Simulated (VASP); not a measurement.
A run of VASP 6.6.1:

INCAR

```
PREC = Accurate
ENCUT = 910
EDIFF = 1E-6
ISMEAR = 0
SIGMA = 0.01
LREAL = F
LASPH = T
NELM = 120
ALGO = Normal
ISIF = 2
LWAVE = F
LCHARG = F
GGA = CA
NBANDS = 26
GGA_COMPAT = F
```

The input KPOINTS:

```
Automatic mesh
0
Gamma
  9 9 6
```

POSCAR

```
GaN
1.0
    3.1800000000      0.0000000000      0.0000000000
   -1.5900000000      2.7539607840      0.0000000000
    0.0000000000      0.0000000000      5.1660000000
Ga N
2 2
Direct
    0.3333333333      0.6666666667     -0.0010252918
    0.6666666667      0.3333333333      0.4989747082
    0.3333333333      0.6666666667      0.3760252918
    0.6666666667      0.3333333333      0.8760252918
```

Potentials or basis: VASP PAW LDA potentials, release 64 (Ga_d, N_h).

The run is started by

```sh
$ cat potpaw_LDA.64/Ga_d/POTCAR potpaw_LDA.64/N_h/POTCAR > POTCAR
$ mpirun -np 1 vasp_std > vasp.out
```

Hardware: 1 thread of Intel(R) Xeon(R) Platinum 8488C (Sapphire Rapids) (shared host).

Task: How long does it take, and how much memory?

Result: It took 110 s on 1 thread of Intel(R) Xeon(R) Platinum 8488C (Sapphire Rapids) (shared host), peak memory 0.25 GiB. Counts: scf iterations 14, k points 48.
